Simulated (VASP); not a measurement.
Here is a VASP 6.6.1 calculation.

INCAR

```
SYSTEM = Ti
  PREC = Accurate
  ENCUT = 520
  EDIFF = 1E-7
  ISMEAR = 1
  SIGMA = 0.25
  LREAL = .FALSE.
  LASPH = .TRUE.
  NELM = 60
  ALGO = Normal
  ISIF = 2
  LWAVE = .FALSE.
  LCHARG = .TRUE.
  GGA = PS
  LELF = .TRUE.
  LVHAR = .TRUE.
  NBANDS = 12
```

The input KPOINTS:

```
Automatic mesh
0
G
  13 13 13
  0 0 0
```

The input POSCAR:

```
Ti
1.0
   -1.6410000000      1.6410000000      1.6410000000
    1.6410000000     -1.6410000000      1.6410000000
    1.6410000000      1.6410000000     -1.6410000000
Ti
1
Direct
    0.0000000000      0.0000000000      0.0000000000
```

Potentials or basis: VASP PAW PBE potentials, release 64 (Ti_sv).

The run is started by

```sh
$ cat potpaw_PBE.64/Ti_sv/POTCAR > POTCAR
$ mpirun -np 1 vasp_std > vasp.out
```

Estimate the band gap on the k mesh.

zero (band 6 reaches 8.74 eV, above the bottom of band 7 at 7.22 eV).

Predict the pressure.

-7.0 GPa.

Caveat: the PAW data sets were made with another functional, which shifts forces and pressure a little.
